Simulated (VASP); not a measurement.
Here is a VASP 6.6.1 calculation.

INCAR

```
PREC     = Accurate       # precision mode
ENCUT    = 520            # plane-wave cutoff, eV
EDIFF    = 1E-6           # SCF threshold, eV
ISMEAR   = -1             # smearing method
SIGMA    = 0.03           # smearing width, eV
LREAL    = False          # projectors in reciprocal space
LASPH    = True           # aspherical terms in the spheres
NELM     = 80             # most SCF steps
ALGO     = Normal         # electronic algorithm
ISIF     = 2              # what is computed and relaxed
LWAVE    = False          # write WAVECAR
LCHARG   = True           # write CHGCAR
GGA      = PS             # functional
LELF     = True           # ELF
LVHAR    = True         
NBANDS   = 15             # bands
```

Contents of KPOINTS:

```
regular mesh
0
Gamma
  16 16 16
```

The input POSCAR:

```
TiC
1.0
    0.0000000000      2.2064421477      2.2064421477
    2.2064421477      0.0000000000      2.2064421477
    2.2064421477      2.2064421477      0.0000000000
Ti C
1 1
Direct
    0.0000000000      0.0000000000      0.0000000000
    0.5000000000      0.5000000000      0.5000000000
```

Potentials or basis: VASP PAW PBE potentials, release 64 (Ti_sv, C).

Run with:

```console
$ cat potpaw_PBE.64/Ti_sv/POTCAR potpaw_PBE.64/C/POTCAR > POTCAR
$ mpirun -np 1 vasp_std > vasp.out
```

**Question.** Estimate the band gap on the k mesh.

**Answer.** Zero (bands 8 and 9 overlap by 1.03 eV).

**Question.** Predict the pressure.

**Answer.** -18.6 GPa.

Caveat: the cell stands under tension; the PAW data sets were made with another functional, which shifts forces and pressure a little.
